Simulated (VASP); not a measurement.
# H2Se (P6/mmm) in VASP: a series of runs

The runs below take H2Se through relaxation of cell and atoms, with PBE.

Everything below comes from runs of VASP 6.6.1. Logs are shortened: lines on timing, memory, paths and dates and some standing lists are left out, and cuts for length are marked.

**1. The cell of the first run**

The structure is hexagonal, space group P6/mmm (No. 191). Conventional cell: a = 2.642 Å, b = 2.642 Å, c = 7.204 Å, α = 90.00°, β = 90.00°, γ = 120.00°. H (site symmetry -6m2) has 3 H at 1.53 Å within 2.0 Å. Se (site symmetry 6/mmm) has 6 Se at 2.64 Å within 3.5 Å.

**2. Relaxation of cell and atoms, PBE**

The input, INCAR:

```
SYSTEM = H2Se
ALGO = Normal
EDIFF = 1E-6
EDIFFG = -0.01
ENCUT = 600
GGA = PE
IBRION = 2
ISIF = 3
ISMEAR = 0
LASPH = .TRUE.
LCHARG = .FALSE.
LREAL = .FALSE.
LWAVE = .FALSE.
NELM = 60
NSW = 100
PREC = Accurate
SIGMA = 0.1
```

The input, KPOINTS:

```
k-points
0
G
  18 18 8
  0 0 0
```

The input, POSCAR:

```
H2Se
1.0
    2.6418368036      0.0000000000      0.0000000000
   -1.3209184018      2.2878977846      0.0000000000
    0.0000000000      0.0000000000      7.2037135861
H Se
2 1
Direct
    0.3333333333      0.6666666667      0.5000000000
    0.6666666667      0.3333333333      0.5000000000
    0.0000000000      0.0000000000      0.0000000000
```

Potentials or basis: VASP PAW PBE potentials, release 64 (H, Se).

The run is started by

```console
$ cat potpaw_PBE.64/H/POTCAR potpaw_PBE.64/Se/POTCAR > POTCAR
$ mpirun -np 1 vasp_std > vasp.out
```

OUTCAR:

```text
SYSTEM = H2Se
   EDIFF = 1E-6
   EDIFFG = -0.01
   ENCUT = 600
   GGA = PE
   IBRION = 2
   ISIF = 3
   ISMEAR = 0
   LASPH = .TRUE.
   LREAL = .FALSE.
   NELM = 60
   NSW = 100
   PREC = Accurate

 ion  position               nearest neighbor table
   1  0.333  0.667  0.500-
   2  0.667  0.333  0.500-
   3  0.000  0.000  0.000-

  LATTYP: Found a hexagonal cell.
 ALAT       =     2.6418368036
 C/A-ratio  =     2.7267822056

  Lattice vectors:

 A1 = (   2.6418368036,   0.0000000000,   0.0000000000)
 A2 = (  -1.3209184018,   2.2878977846,   0.0000000000)
 A3 = (   0.0000000000,   0.0000000000,   7.2037135861)

Analysis of symmetry for initial positions (statically):
=====================================================================
 Subroutine PRICEL returns:
 Original cell was already a primitive cell.

 Routine SETGRP: Setting up the symmetry group for a
 hexagonal supercell.

 Subroutine GETGRP returns: Found 24 space group operations
 (whereof 24 operations were pure point group operations)
 out of a pool of 24 trial point group operations.

The static configuration has the point symmetry D_6h.

Analysis of symmetry for dynamics (positions and initial velocities):
=====================================================================
 Subroutine PRICEL returns:
 Original cell was already a primitive cell.

 Routine SETGRP: Setting up the symmetry group for a
 hexagonal supercell.

 Subroutine GETGRP returns: Found 24 space group operations
 (whereof 24 operations were pure point group operations)
 out of a pool of 24 trial point group operations.

The dynamic configuration has the point symmetry D_6h.

 Subroutine INISYM returns: Found 24 space group operations
 (whereof 24 operations are pure point group operations),
 and found     1 'primitive' translations

----------------------------------------------------------------------------------------

                                     Primitive cell

  volume of cell :      43.5411

  direct lattice vectors                    reciprocal lattice vectors
     2.641836804  0.000000000  0.000000000     0.378524517  0.218541232  0.000000000
    -1.320918402  2.287897785  0.000000000     0.000000000  0.437082464  0.000000000
     0.000000000  0.000000000  7.203713586     0.000000000  0.000000000  0.138817290

  length of vectors
     2.641836804  2.641836804  7.203713586     0.437082464  0.437082464  0.138817290

  position of ions in fractional coordinates (direct lattice)
     0.333333333  0.666666667  0.500000000
     0.666666667  0.333333333  0.500000000
     0.000000000  0.000000000  0.000000000

  ion indices of the primitive-cell ions
   primitive index   ion index
                 1           1
                 2           2
                 3           3

----------------------------------------------------------------------------------------

 KPOINTS: k-points

Automatic generation of k-mesh.
 Grid dimensions read from file:
 generate k-points for:   18   18    8

 Generating k-lattice:

  Cartesian coordinates                     Fractional coordinates (reciprocal lattice)
     0.021029140  0.012141180  0.000000000     0.055555556 -0.000000000  0.000000000
     0.000000000  0.024282359  0.000000000     0.000000000  0.055555556  0.000000000
     0.000000000  0.000000000  0.017352161     0.000000000  0.000000000  0.125000000

  Length of vectors
     0.024282359  0.024282359  0.017352161

  Shift w.r.t. Gamma in fractional coordinates (k-lattice)
     0.000000000  0.000000000  0.000000000

 Subroutine IBZKPT returns following result:
 ===========================================

 Found    185 irreducible k-points:

 Following reciprocal coordinates:
            Coordinates               Weight
  0.000000  0.000000  0.000000      1.000000
  0.055556  0.000000  0.000000      6.000000
  0.111111  0.000000  0.000000      6.000000
  0.166667  0.000000  0.000000      6.000000
  0.222222  0.000000  0.000000      6.000000
  0.277778 -0.000000  0.000000      6.000000
[... 16 lines left out ...]
  0.333333  0.111111  0.000000     12.000000
  0.388889  0.111111  0.000000     12.000000
 [... further k-points ...]
   k-points           NKPTS =    185   k-points in BZ     NKDIM =    185   number of bands    NBANDS=      8
   number of dos      NEDOS =    301   number of ions     NIONS =      3
   total plane-waves  NPLWV =  34560
   dimension x,y,z NGX =    24 NGY =   24 NGZ =   60
   dimension x,y,z NGXF=    48 NGYF=   48 NGZF=  120
   ions per type =               2   1
   NGX,Y,Z   is equivalent  to a cutoff of  15.10, 15.10, 13.85 a.u.
   NGXF,Y,Z  is equivalent  to a cutoff of  30.21, 30.21, 27.69 a.u.
 SYSTEM =  H2Se
   PREC   = accura    normal or accurate (medium, high low for compatibility)
   ISTART =      0    job   : 0-new  1-cont  2-samecut
   ICHARG =      2    charge: 1-file 2-atom 10-const
   ISPIN  =      1    spin polarized calculation?
   LNONCOLLINEAR =      F non collinear calculations
   LSORBIT =      F    spin-orbit coupling
   LASPH  =      T    aspherical Exc in radial PAW
   ENCUT  =  600.0 eV  44.10 Ry    6.64 a.u.   5.28  5.28 14.39*2*pi/ulx,y,z
   NELM   =     60;   NELMIN=  2; NELMDL= -5     # of ELM steps
   EDIFF  = 0.1E-05   stopping-criterion for ELM
   LREAL  =      F    real-space projection
   EDIFFG = -.1E-01   stopping-criterion for IOM
   NSW    =    100    number of steps for IOM
   IBRION =      2    ionic relax: 0-MD 1-quasi-New 2-CG
   NFREE  =      1    steps in history (QN), initial steepest desc. (CG)
   ISIF   =      3    stress and relaxation
   ISYM   =      2    0-nonsym 1-usesym 2-fastsym
   POTIM  = 0.5000    time-step for ionic-motion
   TEBEG  =    0.0;   TEEND  =   0.0 temperature during run
   PSTRESS=    0.0 pullay stress
   NELECT =       8.0000    total number of electrons
   NUPDOWN=      -1.0000    fix difference up-down
   EMIN   =  10.00;   EMAX   =-10.00  energy-range for DOS
   EFERMI =   0.00;   METHOD = LEGACY
   ISMEAR =     0;   SIGMA  =   0.10  broadening in eV -4-tet -1-fermi 0-gaus
   EFERMI_NEDOS =   21; number of points for ismear=-14 and -15
   IALGO  =     38    algorithm
   IMIX   =      4    mixing-type and parameters
     AMIX     =   0.40;   BMIX     =  1.00
     AMIX_MAG =   1.60;   BMIX_MAG =  1.00
  volume/ion in A,a.u.               =      14.51        97.94
  Fermi-wavevector in a.u.,A,eV,Ry     =   0.930690  1.758749 11.785152  0.866184
  Thomas-Fermi vector in A             =   2.057105
   LORBIT       =      0    0 simple, 1 ext, 2 COOP (PROOUT), +10 PAW based schemes
   GGA     = PE    functional components
   LHFCALC =     F    Hartree Fock is set to
   AEXX    =    0.0000 exact exchange contribution
   IVDW    =     0    specifies the selected vdW correction
   LEPSILON=     F    determine dielectric tensor
   LRPA    =     F    only Hartree local field effects (RPA)
 conjugate gradient relaxation of ions
 non-spin polarized calculation
 Gauss-broadening in eV      SIGMA  =   0.10
  energy-cutoff  :      600.00
  volume of cell :       43.54
 maximum number of plane-waves:      1480
 NGX is ok and might be reduce to    24
   NGX = 11   NGY = 11   NGZ = 29

 number of electron       8.0000000 magnetization

 Free energy of the ion-electron system (eV)
  ---------------------------------------------------
  ext. energy  EPLUGINS =         0.00000000
  ---------------------------------------------------
  free energy    TOTEN  =        -7.52296267 eV

  energy without entropy =       -7.51560218  energy(sigma->0) =       -7.51928243

 E-fermi :   0.5413     XC(G=0):  -8.0249

 val. band max:        0.5370869748   @ k =   0.3333   0.2222   0.1250
 cond. band min:       0.5462057730   @ k =   0.2778   0.2778   0.0000
 fundamental gap:      0.0091187983
 Fermi energy:         0.5412711560

 k-point     1 :       0.0000    0.0000    0.0000
  band No.  band energies     occupation
      1     -16.2994      2.00000
      2      -6.5531      2.00000
      3      -4.2358      2.00000
      4       6.1727      0.00000
      5       6.2189      0.00000
      6       6.9488      0.00000
      7       6.9488      0.00000
      8      11.9807      0.00000

 k-point     2 :       0.0556    0.0000    0.0000
  band No.  band energies     occupation
      1     -16.2160      2.00000
      2      -6.4736      2.00000
      3      -4.1553      2.00000
      4       6.1387      0.00000
      5       6.3017      0.00000
      6       6.4131      0.00000
      7       6.7356      0.00000
      8      11.6830      0.00000

 k-point     3 :       0.1111    0.0000    0.0000
  band No.  band energies     occupation
      1     -15.9664      2.00000
      2      -6.2357      2.00000
      3      -3.9152      2.00000
      4       4.6758      0.00000
      5       6.1929      0.00000
      6       6.5401      0.00000
      7       6.5485      0.00000
      8      10.8582      0.00000

 k-point     4 :       0.1667    0.0000    0.0000
  band No.  band energies     occupation
      1     -15.5524      2.00000
      2      -5.8417      2.00000
      3      -3.5201      2.00000
      4       2.6987      0.00000
      5       5.5010      0.00000
      6       6.9455      0.00000
      7       6.9522      0.00000
      8       9.6547      0.00000

 k-point     5 :       0.2222    0.0000    0.0000
  band No.  band energies     occupation
      1     -14.9777      2.00000
      2      -5.2961      2.00000
      3      -2.9789      2.00000
      4       0.6119      0.31772
      5       4.7967      0.00000
      6       7.4853      0.00000
      7       7.4923      0.00000
      8       8.2476      0.00000
[... 177 lines left out ...]
 k-point    22 :       0.2778    0.1111    0.0000
  band No.  band energies     occupation
      1     -13.1541      2.00000
      2      -3.5742      2.00000
      3      -3.2252      2.00000
      4      -1.3349      2.00000
      5       1.6505      0.00000
      6       4.9421      0.00000
      7       8.5350      0.00000
      8       9.3497      0.00000

 k-point    23 :       0.3333    0.1111    0.0000
  band No.  band energies     occupation
      1     -12.2115      2.00000
      2      -4.9109      2.00000
      3      -2.6664      2.00000
      4      -0.5593      2.00000
      5       1.1915      0.00000
      6       3.5480      0.00000
      7       7.8477      0.00000
      8      10.2658      0.00000

 k-point    24 :       0.3889    0.1111    0.0000
  band No.  band energies     occupation
      1     -11.3192      2.00000
      2      -6.2548      2.00000
      3      -1.8002      2.00000
      4       0.0898      2.00000
      5       0.9176      0.00000
      6       2.3669      0.00000
      7       6.9611      0.00000
      8      11.0383      0.00000

 [... further k-points ...]
[... 5 lines left out ...]
  --------------------------------------------------------------------------------------
  -------------------------------------------------------------------------------------
  Total        0.0035061      0.0035061      0.0013236      0.0000000      0.0000000     -0.0000000
  in kB        0.1290134      0.1290134      0.0487037      0.0000000      0.0000000     -0.0000000
  external PRESSURE =       0.1022435 kB  Pullay stress =       0.0000000 kB

 VOLUME and BASIS-vectors are now :
 -----------------------------------------------------------------------------
  energy-cutoff  :      600.00
  volume of cell :       43.54
      direct lattice vectors                 reciprocal lattice vectors
     2.641836804  0.000000000  0.000000000     0.378524517  0.218541232  0.000000000
    -1.320918402  2.287897785  0.000000000     0.000000000  0.437082464  0.000000000
     0.000000000  0.000000000  7.203713586     0.000000000  0.000000000  0.138817290

 POSITION                                       TOTAL-FORCE (eV/Angst)
 -----------------------------------------------------------------------------------
     -0.00000      1.52527      3.60186         0.000000     -0.000000      0.000000
      1.32092      0.76263      3.60186        -0.000000      0.000000      0.000000
      0.00000      0.00000      0.00000         0.000000      0.000000      0.000000
 -----------------------------------------------------------------------------------
    total drift:                               -0.000000      0.000000      0.000000

  FREE ENERGIE OF THE ION-ELECTRON SYSTEM (eV)
  ---------------------------------------------------
  free  energy   TOTEN  =        -7.5229626692 eV

  energy  without entropy=       -7.5156021823  energy(sigma->0) =       -7.51928243

 reached required accuracy - stopping structural energy minimisation
```

Wall time 51 s (1 thread of Intel Xeon Platinum 8259CL at 2.50GHz (Skylake/Cascade Lake), shared host); peak memory 0.24 GiB.

Results:

```yaml
Free_energy: -7.5230 eV
Pressure_after_relaxing: 0.0 GPa
Band_gap_on_the_k_mesh: zero (bands 4 and 5 overlap by 6.93 eV)
```

Final structure:
```cif
data_structure
_symmetry_space_group_name_H-M 'P 1'
_symmetry_Int_Tables_number 1
_cell_length_a 2.6418
_cell_length_b 2.6418
_cell_length_c 7.2037
_cell_angle_alpha 90.000
_cell_angle_beta 90.000
_cell_angle_gamma 120.000
_cell_volume 43.54
loop_
_atom_site_label
_atom_site_type_symbol
_atom_site_fract_x
_atom_site_fract_y
_atom_site_fract_z
_atom_site_occupancy
H1 H 0.33333 0.66667 0.50000 1
H2 H 0.66667 0.33333 0.50000 1
Se1 Se 0.00000 0.00000 0.00000 1
```

Caveat: this functional lacks dispersion, which binds layers or chains, so the pressure and a relaxed spacing across them are unreliable.

**3. Relaxation of cell and atoms, PBE**

This run uses another cell than the first one, of 9.26 Å³/atom.

The input, INCAR:

```
SYSTEM = H2Se
PREC = Accurate ; ENCUT = 600
EDIFF = 1E-7 ; ISMEAR = 0
SIGMA = 0.1 ; LREAL = .FALSE.
LASPH = .TRUE. ; NELM = 60
ALGO = Normal ; ISIF = 3
LWAVE = .FALSE. ; LCHARG = .FALSE.
GGA = PE ; IBRION = 2
NSW = 100 ; EDIFFG = -0.01
```

The input, KPOINTS:

```
regular mesh
0
G
  18 18 18
  0 0 0
```

The input, POSCAR:

```
H2Se
1.0
    3.5535595477      0.0000000000      0.0000000000
   -1.7767797739      3.0774728422      0.0000000000
    0.0000000000      0.0000000000      2.5407981780
H Se
2 1
Direct
    0.3333333333      0.6666666667      0.5000000000
    0.6666666667      0.3333333333      0.5000000000
    0.0000000000      0.0000000000      0.0000000000
```

Potentials or basis: VASP PAW PBE potentials, release 64 (H, Se).

The run is started by

```console
$ cat potpaw_PBE.64/H/POTCAR potpaw_PBE.64/Se/POTCAR > POTCAR
$ mpirun -np 1 vasp_std > vasp.out
```

It took 5.4 min on 1 thread of Intel Xeon Platinum 8259CL at 2.50GHz (Skylake/Cascade Lake), shared host; peak memory 0.24 GiB.

It converged, with:

- Free energy: -6.6325 eV
- Relaxed volume: 8.80 Å³/atom
- Relaxed cell: a = 3.274 Å, b = 3.274 Å, c = 2.844 Å, α = 90.00°, β = 90.00°, γ = 120.00°
- Space group after relaxing (to 0.1 Å): P6/mmm (No. 191)
- Energy gained by relaxing: 50.7 meV/atom
- Ionic steps: 9
- Pressure after relaxing: 0.0 GPa
- Band gap on the k mesh: zero (bands 4 and 5 overlap by 5.86 eV)

Step by step:
| step | energy change (eV) | largest force (eV/Å) | pressure (GPa) | volume (Å³) |
| --- | --- | --- | --- | --- |
| 1 | 0.0000 | 0.0000 | 0.43 | 27.79 |
| 2 | -0.0591 | 0.0000 | -1.05 | 27.87 |
| 3 | -0.1119 | 0.0000 | -2.75 | 27.93 |
| 4 | -0.1266 | 0.0000 | -4.30 | 27.83 |
| 5 | -0.1324 | 0.0000 | -3.95 | 27.89 |
| 6 | -0.1314 | 0.0000 | -3.50 | 27.93 |
| 7 | -0.1339 | 0.0000 | -3.67 | 27.92 |
| 8 | -0.1517 | 0.0000 | -0.50 | 26.58 |
| 9 | -0.1520 | 0.0000 | -0.01 | 26.40 |

Final structure:
```xyz
3
Lattice="3.2740 0.0000 0.0000 -1.6370 2.8354 0.0000 0.0000 0.0000 2.8438" Properties=species:S:1:pos:R:3 pbc="T T T"
H     0.0000    1.8902    1.4219
H     1.6370    0.9451    1.4219
Se    0.0000    0.0000    0.0000
```

Levels at points of the mesh, in eV from the Fermi level:
```tsv
k point	band 1	band 2	band 3	band 4	band 5	band 6	band 7	band 8
(0.00, 0.00, 0.00)	-16.37	-1.83	-0.13	-0.13	1.12	2.51	7.17	8.20
(0.50, 0.00, 0.00)	-14.08	-8.91	-1.92	-1.55	2.46	4.56	9.36	12.03
(0.00, 0.00, 0.50)	-13.46	-9.82	1.50	1.50	2.85	3.75	8.78	10.94
(0.50, 0.00, 0.50)	-11.77	-6.18	-4.59	-4.51	0.05	1.05	7.01	7.59
```
